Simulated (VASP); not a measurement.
## SrLuI5: single point with r2SCAN+rVV10

The system is SrLuI5.

```
CELL_PARAMETERS angstrom
5.55203 0.00000 0.00000
0.00000 5.55203 0.00000
0.00000 0.00000 8.21515
ATOMIC_POSITIONS crystal
Sr 0.00000 0.00000 0.50000
Lu 0.50000 0.50000 0.00000
I 0.00000 0.00000 0.00000
I 0.50000 0.00000 0.73846
I 0.00000 0.50000 0.73846
I 0.50000 0.00000 0.26154
I 0.00000 0.50000 0.26154
```

```
Program             : VASP 6.6.1
Task                : single point
Functional          : r2SCAN
Dispersion          : rVV10
Potentials or basis : VASP PAW PBE potentials, release 64 (Sr_sv, Lu, I)
Cutoff              : 520 eV
k mesh              : 4 × 4 × 4
Occupations         : fermi-dirac, width 0.03 eV
Spin                : no spin polarisation
```

```
Pressure               : 0.2 GPa
Largest force          : 0.010 eV/Å
Band gap on the k mesh : 0.51 eV
```

Forces on the atoms (eV/Å):
```
Sr   0.000  0.000  0.000
Lu   0.000  0.000  0.000
I    0.000  0.000  0.000
I    0.000  0.000 -0.010
I    0.000  0.000 -0.010
I    0.000  0.000  0.010
I    0.000  0.000  0.010
```

Levels at points of the mesh, in eV from the valence-band top:
| k point | band 31 | band 32 | band 33 | band 34 | band 35 | band 36 | band 37 | band 38 | band 39 | band 40 |
| --- | --- | --- | --- | --- | --- | --- | --- | --- | --- | --- |
| (0.00, 0.00, 0.00) | -1.77 | -1.40 | -0.84 | -0.68 | -0.68 | 0.67 | 1.28 | 1.42 | 2.24 | 2.58 |
| (0.50, 0.00, 0.00) | -2.01 | -1.93 | -0.80 | -0.77 | -0.04 | 1.77 | 2.18 | 2.35 | 2.45 | 2.51 |
| (0.50, 0.50, 0.00) | -1.12 | -1.08 | -0.74 | -0.74 | 0.00 | 0.51 | 1.65 | 2.06 | 2.25 | 2.25 |
| (0.00, 0.00, 0.50) | -1.74 | -1.74 | -1.40 | -0.78 | -0.78 | 0.93 | 1.30 | 2.34 | 2.34 | 2.40 |
| (0.50, 0.00, 0.50) | -2.75 | -2.30 | -0.88 | -0.40 | -0.40 | 1.94 | 2.15 | 2.22 | 2.39 | 2.51 |
| (0.50, 0.50, 0.50) | -1.27 | -1.21 | -0.46 | -0.27 | -0.27 | 1.02 | 1.79 | 2.08 | 2.08 | 2.45 |

It took 8 min on 1 thread of Intel(R) Xeon(R) Platinum 8559C (Emerald Rapids) (shared host), peak memory 0.89 GiB.

Caveat: the PAW data sets were made with another functional, which shifts forces and pressure a little; spin-orbit coupling is left out, which moves the levels of the heavy elements. A k mesh can miss the band edges.
